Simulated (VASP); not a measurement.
Input of a VASP 6.6.1 run:

File INCAR:

```
ALGO     = Normal         # electronic algorithm
EDIFF    = 1E-6           # SCF threshold, eV
EDIFFG   = -0.005         # ionic threshold
ENCUT    = 600            # plane-wave cutoff, eV
GGA      = PS             # functional
IBRION   = 2              # ionic algorithm
ISIF     = 4              # what is computed and relaxed
ISMEAR   = -1             # smearing method
LASPH    = True           # aspherical terms in the spheres
LCHARG   = False          # write CHGCAR
LREAL    = False          # projectors in reciprocal space
LWAVE    = False          # write WAVECAR
NELM     = 80             # most SCF steps
NSW      = 50             # ionic steps
PREC     = Accurate       # precision mode
SIGMA    = 0.08           # smearing width, eV
```

KPOINTS

```
k-points
0
Gamma
  18 18 10
```

Contents of POSCAR:

```
Ru
1.0
    2.3887126020      0.0000000000      0.0000000000
   -1.1943563010      2.0686857957      0.0000000000
    0.0000000000      0.0000000000      3.7745923418
Ru
2
Direct
    0.3333333333      0.6666666667      0.2500000000
    0.6666666667      0.3333333333      0.7500000000
```

Potentials or basis: VASP PAW PBE potentials, release 64 (Ru_pv).

Command:

```bash
$ cat potpaw_PBE.64/Ru_pv/POTCAR > POTCAR
$ mpirun -np 1 vasp_std > vasp.out
```

(1) Predict the band gap on the k mesh.

Answers

(1) zero (bands 14 and 15 overlap by 5.65 eV).
